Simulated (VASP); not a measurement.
Wanted: the native input for a VASP 6.6.1 run.

```
Task                   : single point
Functional             : PBE
Potentials or basis    : VASP PAW PBE potentials, release 64 (Li_sv, F)
Cutoff                 : 520 eV
k mesh                 : 14 × 14 × 14
Occupations            : gaussian, width 0.05 eV
Spin                   : no spin polarisation
Dipole correction      : no
Further INCAR settings : ALGO = Normal; EDIFF = 1e-06; NBANDS = 12
```

The structure of LiF lies in POSCAR:

```
LiF
1.0
    0.0000000000      2.0607887239      2.0607887239
    2.0607887239      0.0000000000      2.0607887239
    2.0607887239      2.0607887239      0.0000000000
Li F
1 1
Direct
    0.0000000000      0.0000000000      0.0000000000
    0.5000000000      0.5000000000      0.5000000000
```

This cell differs from its parent crystal: volume scaled by 1.040.

One way to write it, as run:

INCAR

```
SYSTEM = LiF
PREC = Accurate
ENCUT = 520
EDIFF = 1E-6
ISMEAR = 0
SIGMA = 0.05
LREAL = .FALSE.
LASPH = .TRUE.
NELM = 100
ALGO = Normal
ISIF = 2
LWAVE = .FALSE.
LCHARG = .FALSE.
GGA = PE
NBANDS = 12
```

KPOINTS

```
Automatic mesh
0
G
  14 14 14
  0 0 0
```

Potentials or basis: VASP PAW PBE potentials, release 64 (Li_sv, F).

Run with:

```sh
$ cat potpaw_PBE.64/Li_sv/POTCAR potpaw_PBE.64/F/POTCAR > POTCAR
$ mpirun -np 1 vasp_std > vasp.out
```

Results of the run:

```
Band gap on the k mesh : 8.50 eV, indirect (the least direct gap lies 0.6 meV higher)
```

It took 14 s on 1 thread of AMD EPYC 9R14 (Zen 4), on a shared host, peak memory 0.11 GiB.
